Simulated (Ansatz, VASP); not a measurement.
## One calculation of Hf, two programs

```xyz
3
Lattice="3.1491 0.0000 0.0000 -1.5746 2.7272 0.0000 0.0000 0.0000 7.8464" Properties=species:S:1:pos:R:3 pbc="T T T"
Hf    0.0000    0.0000    0.0000
Hf    1.5746    0.9091    5.2372
Hf    0.0000    1.8182    2.6092
```

Alike in both runs: functional PBE; k mesh 6 × 6 × 2; occupations gaussian, width 0.1 eV; no spin polarisation.

Ansatz relaxed the structure, and its values are those at the end. VASP's run is a single point on that final structure, the one shown.

```csv
,VASP,Ansatz
version,VASP 6.6.1,Ansatz 0.2.0
potentials or method,"VASP PAW PBE potentials, release 64 (Hf_pv), cutoff 520 eV","scalar-relativistic, plane waves, PAW"
valence electrons in the cell,30,78
```

```csv
,VASP,Ansatz,Ansatz less VASP
gap on the k mesh at the Fermi level (eV),none,none,-
pressure (GPa),-0.3,0.1,+0.46
rms of the force components (eV/Å),0.015,0.015,+0.0006
```

A gap of «none» marks a metal or a gap that the smearing closes. VASP's potentials hold 30 valence electrons a cell and Ansatz's 78, so a difference there can come from the potentials and not from the codes.

The k mesh is coarse, so the values compare programs but aren't converged. Neither program's run includes spin-orbit coupling.
